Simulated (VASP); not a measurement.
# SnSe (Fm-3m) in VASP: settings compared, part 3 of 3

VASP 6.6.1. Earlier steps stand in the parts before.

**4. Single point, PBE**

This run uses another cell than the first one, of 27.78 Å³/atom, 1.039 times its volume.

INCAR

```
  PREC = Accurate
  ENCUT = 520
  EDIFF = 1E-7
  ISMEAR = -1
  SIGMA = 0.05
  LREAL = F
  LASPH = T
  NELM = 100
  ALGO = Normal
  ISIF = 2
  LWAVE = F
  LCHARG = F
  GGA = PE
  NBANDS = 17
```

KPOINTS

```
Automatic mesh
0
Gamma
  8 8 8
```

POSCAR

```
SnSe
1.0
    0.0000000000      3.0286179688      3.0286179688
    3.0286179688      0.0000000000      3.0286179688
    3.0286179688      3.0286179688      0.0000000000
Sn Se
1 1
Direct
    0.0000000000      0.0000000000      0.0000000000
    0.5000000000      0.5000000000      0.5000000000
```

Potentials or basis: VASP PAW PBE potentials, release 64 (Sn_d, Se).

Started as:

```
$ cat potpaw_PBE.64/Sn_d/POTCAR potpaw_PBE.64/Se/POTCAR > POTCAR
$ mpirun -np 1 vasp_std > vasp.out
```

OUTCAR:

```text
PREC = Accurate
   ENCUT = 520
   EDIFF = 1E-7
   ISMEAR = -1
   LREAL = F
   LASPH = T
   NELM = 100
   ISIF = 2
   GGA = PE

 ion  position               nearest neighbor table
   1  0.000  0.000  0.000-   2 3.03   2 3.03   2 3.03   2 3.03   2 3.03   2 3.03
   2  0.500  0.500  0.500-   1 3.03   1 3.03   1 3.03   1 3.03   1 3.03   1 3.03

  LATTYP: Found a face centered cubic cell.
 ALAT       =     6.0572359376

  Lattice vectors:

 A1 = (   0.0000000000,   3.0286179688,   3.0286179688)
 A2 = (   3.0286179688,   0.0000000000,   3.0286179688)
 A3 = (   3.0286179688,   3.0286179688,   0.0000000000)

Analysis of symmetry for initial positions (statically):
=====================================================================
 Subroutine PRICEL returns:
 Original cell was already a primitive cell.

 Routine SETGRP: Setting up the symmetry group for a
 face centered cubic supercell.

 Subroutine GETGRP returns: Found 48 space group operations
[... 9 lines left out ...]

 Routine SETGRP: Setting up the symmetry group for a
 face centered cubic supercell.

 Subroutine GETGRP returns: Found 48 space group operations
[... 11 lines left out ...]
                                     Primitive cell

  volume of cell :      55.5602

  direct lattice vectors                    reciprocal lattice vectors
     0.000000000  3.028617969  3.028617969    -0.165091803  0.165091803  0.165091803
     3.028617969  0.000000000  3.028617969     0.165091803 -0.165091803  0.165091803
     3.028617969  3.028617969  0.000000000     0.165091803  0.165091803 -0.165091803

  length of vectors
     4.283112607  4.283112607  4.283112607     0.285947390  0.285947390  0.285947390

  position of ions in fractional coordinates (direct lattice)
     0.000000000  0.000000000  0.000000000
     0.500000000  0.500000000  0.500000000

  ion indices of the primitive-cell ions
   primitive index   ion index
                 1           1
[... 80 lines left out ...]
   ISYM   =      2    0-nonsym 1-usesym 2-fastsym
   POTIM  = 0.5000    time-step for ionic-motion
   TEBEG  =    0.0;   TEEND  =   0.0 temperature during run
   PSTRESS=    0.0 pullay stress
   NELECT =      20.0000    total number of electrons
   NUPDOWN=      -1.0000    fix difference up-down
   EMIN   =  10.00;   EMAX   =-10.00  energy-range for DOS
   EFERMI =   0.00;   METHOD = LEGACY
   ISMEAR =    -1;   SIGMA  =   0.05  broadening in eV -4-tet -1-fermi 0-gaus
   EFERMI_NEDOS =   21; number of points for ismear=-14 and -15
   IALGO  =     38    algorithm
   IMIX   =      4    mixing-type and parameters
     AMIX     =   0.40;   BMIX     =  1.00
     AMIX_MAG =   1.60;   BMIX_MAG =  1.00
  volume/ion in A,a.u.               =      27.78       187.47
  Fermi-wavevector in a.u.,A,eV,Ry     =   1.164565  2.200708 18.452374  1.356211
  Thomas-Fermi vector in A             =   2.301101
   LORBIT       =      0    0 simple, 1 ext, 2 COOP (PROOUT), +10 PAW based schemes
   GGA     = PE    functional components
   LHFCALC =     F    Hartree Fock is set to
   AEXX    =    0.0000 exact exchange contribution
   IVDW    =     0    specifies the selected vdW correction
   LEPSILON=     F    determine dielectric tensor
   LRPA    =     F    only Hartree local field effects (RPA)
 non-spin polarized calculation
  energy-cutoff  :      520.00
  volume of cell :       55.56
 maximum number of plane-waves:      1524
   NGX = 15   NGY = 15   NGZ = 15

 number of electron      20.0000000 magnetization

 Free energy of the ion-electron system (eV)
  ---------------------------------------------------
  ext. energy  EPLUGINS =         0.00000000
  ---------------------------------------------------
  free energy    TOTEN  =        -8.22201980 eV

  energy without entropy =       -8.22194382  energy(sigma->0) =       -8.22198181

 E-fermi :   5.6394     XC(G=0):  -9.5154

 val. band max:        5.3935733386   @ k =   0.5000   0.0000   0.0000
 cond. band min:       5.8958134572   @ k =   0.5000   0.0000   0.0000
 fundamental gap:      0.5022401186
 Fermi energy:         5.6393589116

 k-point     1 :       0.0000    0.0000    0.0000
  band No.  band energies     occupation
      1     -16.2275      2.00000
      2     -16.2275      2.00000
      3     -16.2275      2.00000
      4     -16.2246      2.00000
      5     -16.2246      2.00000
      6      -8.3589      2.00000
[... 457 lines left out ...]
      4     -16.2192      2.00000
      5     -16.2145      2.00000
      6      -7.3293      2.00000
[... 9 lines left out ...]
     16      16.1209      0.00000
     17      16.2200      0.00000

 [... further k-points ...]
[... 5 lines left out ...]
  --------------------------------------------------------------------------------------
  -------------------------------------------------------------------------------------
  Total       -0.0060742     -0.0060742     -0.0060742     -0.0000000     -0.0000000      0.0000000
  in kB       -0.1751598     -0.1751598     -0.1751598     -0.0000000     -0.0000000      0.0000000
  external PRESSURE =      -0.1751598 kB  Pullay stress =       0.0000000 kB

 VOLUME and BASIS-vectors are now :
 -----------------------------------------------------------------------------
  energy-cutoff  :      520.00
  volume of cell :       55.56
      direct lattice vectors                 reciprocal lattice vectors
     0.000000000  3.028617969  3.028617969    -0.165091803  0.165091803  0.165091803
     3.028617969  0.000000000  3.028617969     0.165091803 -0.165091803  0.165091803
     3.028617969  3.028617969  0.000000000     0.165091803  0.165091803 -0.165091803

 POSITION                                       TOTAL-FORCE (eV/Angst)
 -----------------------------------------------------------------------------------
      0.00000      0.00000      0.00000         0.000000      0.000000      0.000000
      3.02862      3.02862      3.02862         0.000000     -0.000000     -0.000000
 -----------------------------------------------------------------------------------
    total drift:                                0.000000     -0.000000     -0.000000

  FREE ENERGIE OF THE ION-ELECTRON SYSTEM (eV)
  ---------------------------------------------------
  free  energy   TOTEN  =        -8.2220197985 eV

  energy  without entropy=       -8.2219438187  energy(sigma->0) =       -8.22198181
```

OSZICAR:

```text
N       E                     dE             d eps       ncg     rms          rms(c)
DAV:   1     0.131246233976E+03    0.13125E+03   -0.97367E+03  1005   0.144E+03
DAV:   2     0.438078285606E+01   -0.12687E+03   -0.12287E+03  1067   0.340E+02
DAV:   3    -0.806395230156E+01   -0.12445E+02   -0.12360E+02  1197   0.923E+01
DAV:   4    -0.840667417646E+01   -0.34272E+00   -0.34243E+00  1185   0.162E+01
DAV:   5    -0.841650914142E+01   -0.98350E-02   -0.98346E-02  1435   0.271E+00    0.299E+00
DAV:   6    -0.822086408240E+01    0.19565E+00   -0.49436E-01  1410   0.396E+00    0.176E+00
DAV:   7    -0.821984684659E+01    0.10172E-02   -0.82105E-02  1142   0.127E+00    0.903E-01
DAV:   8    -0.822215059171E+01   -0.23037E-02   -0.90196E-03  1215   0.833E-01    0.127E-01
DAV:   9    -0.822193255671E+01    0.21803E-03   -0.14083E-03  1395   0.297E-01    0.542E-02
DAV:  10    -0.822201361207E+01   -0.81055E-04   -0.18134E-04  1181   0.757E-02    0.121E-02
DAV:  11    -0.822201949095E+01   -0.58789E-05   -0.16630E-05  1240   0.359E-02    0.247E-03
DAV:  12    -0.822201987232E+01   -0.38137E-06   -0.13879E-06  1281   0.119E-02    0.138E-03
DAV:  13    -0.822201979848E+01    0.73837E-07   -0.80463E-08   914   0.259E-03
   1 F= -.82220198E+01 E0= -.82219818E+01  d E =-.759798E-04
```

It took 44 s on 1 thread of AMD EPYC 7R13, shared host; peak memory 0.16 GiB.

What came out:

```yaml
Free_energy: -8.2220 eV
Pressure: 0.0 GPa
Band_gap_on_the_k_mesh: 0.50 eV, direct
```

Levels at points of the mesh, in eV from the valence-band top:
| k point | band 6 | band 7 | band 8 | band 9 | band 10 | band 11 | band 12 | band 13 | band 14 | band 15 |
| --- | --- | --- | --- | --- | --- | --- | --- | --- | --- | --- |
| (0.00, 0.00, 0.00) | -13.75 | -5.13 | -2.15 | -2.15 | -2.15 | 4.24 | 4.24 | 4.24 | 5.88 | 5.88 |
| (0.50, 0.00, 0.00) | -12.86 | -7.96 | -1.91 | -1.91 | 0.00 | 0.50 | 1.25 | 1.25 | 8.19 | 10.03 |
| (0.50, 0.50, 0.00) | -12.60 | -6.01 | -5.35 | -3.56 | -3.56 | 3.08 | 5.24 | 5.24 | 5.84 | 10.38 |

Caveat: spin-orbit coupling is left out, which moves the levels of the heavy elements. A k mesh can miss the band edges.

**5. Relaxation of cell and atoms, PBE+D3(BJ)**

This run uses another cell than the first one, of 27.27 Å³/atom, 1.020 times its volume.

INCAR

```
SYSTEM = SnSe
PREC     = Accurate       ! precision mode
ENCUT    = 600            ! plane-wave cutoff, eV
EDIFF    = 1E-6           ! SCF threshold, eV
ISMEAR   = -1             ! smearing method
SIGMA    = 0.05           ! smearing width, eV
LREAL    = .False.        ! projectors in reciprocal space
LASPH    = .True.         ! aspherical terms in the spheres
NELM     = 60             ! most SCF steps
ALGO     = Normal         ! electronic algorithm
ISIF     = 3              ! what is computed and relaxed
LWAVE    = .False.        ! write WAVECAR
LCHARG   = .False.        ! write CHGCAR
GGA      = PE             ! functional
IVDW     = 12             ! dispersion correction
IBRION   = 2              ! ionic algorithm
NSW      = 60             ! ionic steps
EDIFFG   = -0.01          ! ionic threshold
```

KPOINTS

```
Automatic mesh
0
Gamma
  8 8 8
  0 0 0
```

POSCAR

```
SnSe
1.0
    0.0000000000      3.0100000000      3.0100000000
    3.0100000000      0.0000000000      3.0100000000
    3.0100000000      3.0100000000      0.0000000000
Sn Se
1 1
Direct
    0.0000000000      0.0000000000      0.0000000000
    0.5000000000      0.5000000000      0.5000000000
```

Started as:

```
$ cat potpaw_PBE.64/Sn_d/POTCAR potpaw_PBE.64/Se/POTCAR > POTCAR
$ mpirun -np 1 vasp_std > vasp.out
```

Run time: 2.3 min. Hardware: 1 thread of AMD EPYC 7R13, shared host; peak memory 0.21 GiB.

Results (log left out):

| Item | Value |
| --- | --- |
| Free energy | -8.9304 eV |
| Relaxed volume | 26.65 Å³/atom |
| Relaxed cell | a = 4.224 Å, b = 4.224 Å, c = 4.224 Å, α = 60.00°, β = 60.00°, γ = 60.00° |
| Space group after relaxing (to 0.05 Å) | Fm-3m (No. 225) |
| Energy gained by relaxing | 2.4 meV/atom |
| Ionic steps | 3 |
| Pressure after relaxing | 0.0 GPa |
| Band gap on the k mesh | 0.69 eV, direct |
| Dispersion energy per atom | -0.362 eV |

Step by step:
```
step  energy change (eV)  largest force (eV/Å)  pressure (GPa)  volume (Å³)
   1              0.0000                0.0000           -1.20        54.54
   2             -0.0043                0.0000            0.37        52.94
   3             -0.0047                0.0000            0.00        53.30
```

Final structure:
```
Sn Se
1.0
     0.00000    2.98694    2.98694
     2.98694    0.00000    2.98694
     2.98694    2.98694    0.00000
Sn Se
1 1
Direct
  0.00000 0.00000 0.00000
  0.50000 0.50000 0.50000
```

Levels at points of the mesh, in eV from the valence-band top:
```tsv
k point	band 7	band 8	band 9	band 10	band 11	band 12	band 13	band 14
(0.00, 0.00, 0.00)	-4.97	-2.24	-2.24	-2.24	4.42	4.42	4.42	5.86
(0.50, 0.00, 0.00)	-8.15	-1.99	-1.99	0.00	0.69	1.26	1.26	8.33
(0.50, 0.50, 0.00)	-5.99	-5.61	-3.73	-3.73	2.97	5.50	5.50	6.14
```

Caveat: spin-orbit coupling is left out, which moves the levels of the heavy elements.

**6. The runs side by side**

```csv
task,level,cell,cutoff (eV),gap on the mesh (eV),pressure (GPa)
single point,PBE+D3(BJ),"a = 4.229 Å, angles 60.0°, 2 atoms",520,0.67,-0.2
single point,PBE+D3(BJ),"a = 4.257 Å, angles 60.0°, 2 atoms",520,0.58,-1.2
single point,PBE,"a = 4.283 Å, angles 60.0°, 2 atoms",520,0.50,0.0
relaxation of cell and atoms,PBE+D3(BJ),"relaxed from a = 4.257 Å, angles 60.0°, 2 atoms",600,0.69,0.0
```

Alike in all rows: potentials or basis VASP PAW PBE potentials, release 64 (Sn_d, Se); no spin polarisation; k mesh 8 × 8 × 8; smearing fermi-dirac 0.05 eV.

Caveats: spin-orbit coupling is left out, which moves the levels of the heavy elements; three body term missing (some runs).

Total energies depend on the potentials used, so only differences within one code and one set of settings carry meaning.
